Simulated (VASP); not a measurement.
Here is a VASP 6.6.1 calculation.

The input INCAR:

```
SYSTEM = ZnSe
ALGO = Normal
EDIFF = 1E-6
ENCUT = 520
GGA = CA
ISIF = 2
ISMEAR = -1
LASPH = .True.
LCHARG = .False.
LREAL = .False.
LWAVE = .False.
NBANDS = 16
NELM = 60
PREC = Accurate
SIGMA = 0.1
```

Contents of KPOINTS:

```
k-points
0
Gamma
  13 13 13
  0 0 0
```

Contents of POSCAR:

```
ZnSe
1.0
    0.0000000000      2.3363427728      2.3363427728
    2.3363427728      0.0000000000      2.3363427728
    2.3363427728      2.3363427728      0.0000000000
Zn Se
1 1
Direct
    0.0000000000      0.0000000000      0.0000000000
    0.5000000000      0.5000000000      0.5000000000
```

Potentials or basis: VASP PAW LDA potentials, release 64 (Zn, Se).

Run with:

```bash
$ cat potpaw_LDA.64/Zn/POTCAR potpaw_LDA.64/Se/POTCAR > POTCAR
$ mpirun -np 1 vasp_std > vasp.out
```

Q: What does it give for the band gap on the k mesh?

A: Zero (band 9 reaches 8.29 eV, above the bottom of band 10 at 6.87 eV).

Q: Predict the pressure.

A: 64.4 GPa.
